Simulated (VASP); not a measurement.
A run of VASP 6.6.1 is set up as follows.

Contents of INCAR:

```
SYSTEM = Ag
PREC     = Accurate       ! precision mode
ENCUT    = 520            ! plane-wave cutoff, eV
EDIFF    = 1E-6           ! SCF threshold, eV
ISMEAR   = 0              ! smearing method
SIGMA    = 0.15           ! smearing width, eV
LREAL    = .False.        ! projectors in reciprocal space
LASPH    = .True.         ! aspherical terms in the spheres
NELM     = 60             ! most SCF steps
ALGO     = Fast           ! electronic algorithm
ISIF     = 2              ! what is computed and relaxed
LWAVE    = .False.        ! write WAVECAR
LCHARG   = .False.        ! write CHGCAR
GGA      = PE             ! functional
NBANDS   = 12             ! bands
```

File KPOINTS:

```
Automatic mesh
0
Gamma
  10 10 10
  0 0 0
```

POSCAR

```
Ag
1.0
    0.0000000000      2.0431000000      1.8898675000
    2.0431000000      0.0000000000      1.8898675000
    2.0431000000      2.0431000000      0.0000000000
Ag
1
Direct
    0.0000000000      0.0000000000      0.0000000000
```

Potentials or basis: VASP PAW PBE potentials, release 64 (Ag).

Command:

```bash
$ cat potpaw_PBE.64/Ag/POTCAR > POTCAR
$ mpirun -np 1 vasp_std > vasp.out
```

Task: Predict the pressure.

Result: 16.2 GPa.

Stress tensor (GPa, compression positive):
```
15.67  0.00  0.00
 0.00 15.67  0.00
 0.00  0.00 17.37
```

Caveat: the cell differs from its parent crystal (strain -0.0750 x Voigt [0, 0, 1, 0, 0, 0]).
